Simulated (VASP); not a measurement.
Input of a VASP 6.6.1 run:

The input INCAR:

```
PREC = Accurate
ENCUT = 520
EDIFF = 1E-7
ISMEAR = 0
SIGMA = 0.02
LREAL = False
LASPH = True
NELM = 60
ALGO = Normal
ISIF = 2
LWAVE = False
LCHARG = False
GGA = PS
NBANDS = 96
```

File KPOINTS:

```
Automatic mesh
0
Gamma
  6 6 4
```

Contents of POSCAR:

```
Ge
1.0
    5.9234616315      0.0000000000      0.0000000000
    0.0000000000      5.9234616315      0.0000000000
    0.0000000000      0.0000000000      6.9753397355
Ge
12
Direct
    0.0886549395      0.0886549395      0.0000000000
    0.4113450605      0.5886549395      0.7500000000
    0.5886549395      0.4113450605      0.2500000000
    0.9113450605      0.9113450605      0.5000000000
    0.1715950284      0.3696858232      0.2564625918
    0.1303141768      0.6715950284      1.0064625918
    0.8696858232      0.3284049716      0.5064625918
    0.6715950284      0.1303141768     -0.0064625918
    0.3284049716      0.8696858232      0.4935374082
    0.8284049716      0.6303141768      0.7564625918
    0.3696858232      0.1715950284      0.7435374082
    0.6303141768      0.8284049716      0.2435374082
```

Potentials or basis: VASP PAW PBE potentials, release 64 (Ge_d).

Launch:

```sh
$ cat potpaw_PBE.64/Ge_d/POTCAR > POTCAR
$ mpirun -np 1 vasp_std > vasp.out
```

**Question.** Estimate the largest force.

**Answer.** 0.004 eV/Å.

**Question.** Predict the pressure.

**Answer.** 0.0 GPa.

**Question.** Predict the band gap on the k mesh.

**Answer.** 0.46 eV.

Forces in eV/Å, atoms in the order of the input:
```
Ge  -0.001 -0.001  0.000
Ge   0.001 -0.001  0.000
Ge  -0.001  0.001  0.000
Ge   0.001  0.001  0.000
Ge   0.004 -0.002  0.000
Ge   0.002  0.004  0.000
Ge  -0.002 -0.004  0.000
Ge   0.004  0.002  0.000
Ge  -0.004 -0.002  0.000
Ge  -0.004  0.002  0.000
Ge  -0.002  0.004  0.000
Ge   0.002 -0.004  0.000
```

Caveat: the PAW data sets were made with another functional, which shifts forces and pressure a little. A k mesh can miss the band edges.
